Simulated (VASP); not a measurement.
**Zn2S: relaxation of cell and atoms with PBE**

Zn2S:

```
CELL_PARAMETERS angstrom
4.48717 0.00000 0.00000
-2.24358 3.88600 0.00000
0.00000 0.00000 2.85245
ATOMIC_POSITIONS crystal
Zn 0.33333 0.66667 0.50000
Zn 0.66667 0.33333 0.50000
S 0.00000 0.00000 0.00000
```

```
Program                : VASP 6.6.1
Task                   : relaxation of cell and atoms
Functional             : PBE
Potentials or basis    : VASP PAW PBE potentials, release 64 (Zn, S)
Cutoff                 : 600 eV
k mesh                 : 12 × 12 × 16
Occupations            : gaussian, width 0.1 eV
Spin                   : no spin polarisation
Dipole correction      : no
Further INCAR settings : ALGO = Normal; EDIFF = 1e-07; IBRION = 2; EDIFFG = -0.01; NSW = 100; ISIF = 3
```

| Quantity | Value |
| --- | --- |
| Relaxed volume | 18.24 Å³/atom |
| Relaxed cell | a = 4.208 Å, b = 4.208 Å, c = 3.568 Å, α = 90.00°, β = 90.00°, γ = 120.00° |
| Space group after relaxing (to 0.1 Å) | P6/mmm (No. 191) |
| Energy gained by relaxing | 126.2 meV/atom |
| Ionic steps | 21 |
| Pressure after relaxing | 0.0 GPa |
| Band gap on the k mesh | zero (bands 15 and 16 overlap by 4.14 eV) |

Step by step:
```csv
step,energy change (eV),largest force (eV/Å),pressure (GPa),volume (Å³)
1,0.0000,0.0000,3.08,49.74
2,-0.0243,0.0000,0.22,52.07
3,-0.0246,0.0000,-0.10,52.38
4,-0.0262,0.0000,-0.07,52.39
5,-0.0304,0.0000,0.04,52.42
6,-0.0615,0.0000,0.29,52.44
7,-0.2101,0.0000,0.83,52.33
8,-0.3366,0.0000,4.21,51.52
9,-0.3488,0.0000,3.29,51.74
10,-0.3481,0.0000,3.46,51.70
11,-0.3485,0.0000,3.47,51.72
12,-0.3493,0.0000,3.48,51.79
13,-0.3495,0.0000,3.46,51.91
14,-0.3496,0.0000,3.48,51.87
15,-0.3506,0.0000,3.42,51.91
16,-0.3534,0.0000,3.22,52.05
17,-0.3586,0.0000,2.84,52.33
18,-0.3671,0.0000,2.11,52.88
19,-0.3769,0.0000,0.76,54.01
20,-0.3706,0.0000,-1.57,56.31
21,-0.3785,0.0000,-0.03,54.73
```

Final structure:
```
CELL_PARAMETERS angstrom
4.20841 0.00000 0.00000
-2.10421 3.64459 0.00000
0.00000 0.00000 3.56823
ATOMIC_POSITIONS crystal
Zn 0.33333 0.66667 0.50000
Zn 0.66667 0.33333 0.50000
S 0.00000 0.00000 0.00000
```

Levels at points of the mesh, in eV from the Fermi level:
| k point | band 13 | band 14 | band 15 | band 16 | band 17 | band 18 |
| --- | --- | --- | --- | --- | --- | --- |
| (0.00, 0.00, 0.00) | -2.10 | -2.10 | -1.78 | 2.23 | 2.23 | 4.22 |
| (0.50, 0.00, 0.00) | -3.41 | -2.24 | -0.96 | 1.72 | 4.51 | 4.69 |
| (0.00, 0.00, 0.50) | -1.56 | -1.56 | 0.66 | 0.70 | 4.01 | 4.01 |
| (0.50, 0.00, 0.50) | -3.99 | -3.57 | -1.78 | 1.14 | 1.31 | 2.32 |

It took 47 min on 1 thread of Intel Xeon 8259CL, on a shared host, peak memory 0.34 GiB.

Caveat: a cell axis changed by over 15 % at a fixed basis, so the end point is rough.
